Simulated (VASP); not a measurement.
**CsPbCl3: single point with PBE**

CsPbCl3:

```
Cs Pb Cl
1.0
     5.75940   -0.88606   -0.88606
    -0.88606    5.75940   -0.88606
    -0.88606   -0.88606    5.75940
Cs Pb Cl
1 1 3
Direct
  0.00000 0.00000 0.00000
  0.50000 0.50000 0.50000
  0.00000 0.50000 0.50000
  0.50000 0.00000 0.50000
  0.50000 0.50000 0.00000
```

This cell differs from its parent crystal: ratio of the length along [111] to the lengths across it x 0.6, volume and fractional coordinates fixed.

* Program: VASP 6.6.1
* Task: single point
* Functional: PBE
* Potentials or basis: VASP PAW PBE potentials, release 64 (Cs_sv, Pb_d, Cl)
* Cutoff: 520 eV
* k mesh: 6 × 6 × 6
* Occupations: gaussian, width 0.05 eV
* Spin: no spin polarisation
* Dipole correction: no
* Further INCAR settings: ALGO = Normal; EDIFF = 1e-06; NBANDS = 30

| Property | Result |
| --- | --- |
| Pressure | 0.7 GPa |
| Band gap on the k mesh | 1.09 eV |

Stress tensor (GPa, compression positive):
```
0.66 2.84 2.84
2.84 0.66 2.84
2.84 2.84 0.66
```

Levels at points of the mesh, in eV from the valence-band top:
| k point | band 20 | band 21 | band 22 | band 23 | band 24 | band 25 |
| --- | --- | --- | --- | --- | --- | --- |
| (0.00, 0.00, 0.00) | -0.63 | -0.30 | -0.30 | 4.43 | 4.87 | 5.12 |
| (0.50, 0.00, 0.00) | -1.14 | -0.88 | -0.44 | 2.10 | 4.71 | 5.45 |
| (0.50, 0.50, 0.00) | -1.20 | -0.45 | -0.35 | 2.84 | 3.14 | 5.34 |
| (0.50, 0.50, 0.50) | -0.38 | -0.28 | 0.00 | 1.09 | 2.74 | 2.74 |

Wall time 4.5 min on 1 thread of Oxide Virtual Turin-like Processor, with other jobs on the host, peak memory 0.38 GiB.

Caveat: spin-orbit coupling is left out, which moves the levels of the heavy elements. A k mesh can miss the band edges.
